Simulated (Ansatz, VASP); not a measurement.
**LiH in VASP and in Ansatz**

```
Li H
1.0
    -0.05203    2.15745    2.15745
     2.15745   -0.05203    2.15745
     2.15745    2.15745   -0.05203
Li H
1 1
Direct
  0.99815 0.99815 0.99815
  0.25185 0.25185 0.25185
```

Change from the starting cell: epitaxial_111 strain +3.0%.

Alike in both runs: task single point; functional PBE; k mesh 10 × 10 × 10; occupations fermi-dirac, width 0.02 eV; no spin polarisation.

```csv
,VASP,Ansatz
version,VASP 6.6.1,Ansatz 0.2.0
potentials or method,"VASP PAW PBE potentials, release 64 (Li_sv, H)","plane waves, PAW"
plane-wave cutoff (eV),520,420
valence electrons in the cell,4,4
```

```csv
,VASP,Ansatz,Ansatz less VASP
gap on the k mesh at the Fermi level (eV),4.12,4.11,-0.006
```

With one functional, cell and mesh, what is left measures potentials, basis and numerics.

Noted on VASP's run: the cutoff is short for stress, so the pressure is rough.
